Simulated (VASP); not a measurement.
A run of VASP 6.6.1 is set up as follows.

The input INCAR:

```
PREC = Accurate ; ENCUT = 520
EDIFF = 1E-7 ; ISMEAR = 0
SIGMA = 0.1 ; LREAL = False
LASPH = True ; NELM = 100
ALGO = Normal ; ISIF = 2
LWAVE = False ; LCHARG = False
GGA = PE ; NBANDS = 12
```

The input KPOINTS:

```
Automatic mesh
0
Gamma
  10 10 10
```

Contents of POSCAR:

```
LiH
1.0
    1.5517735954     -2.9612081217      0.0456970252
    1.5517735954      2.9612081217      0.0456970252
   -1.3726288969      0.0000000000      7.4730931008
Li H
2 2
Direct
    0.5000000000      0.5000000000      0.0000000000
    0.5000000000      0.5000000000      0.5000000000
    0.0000000000      0.5000000000      0.5000000000
    0.5000000000      0.0000000000      0.0000000000
```

Potentials or basis: VASP PAW PBE potentials, release 64 (Li_sv, H).

Launch:

```bash
$ cat potpaw_PBE.64/Li_sv/POTCAR potpaw_PBE.64/H/POTCAR > POTCAR
$ mpirun -np 1 vasp_std > vasp.out
```

(1) Predict the band gap on the k mesh.

## Answers

(1) 1.87 eV (least direct gap 3.28 eV).
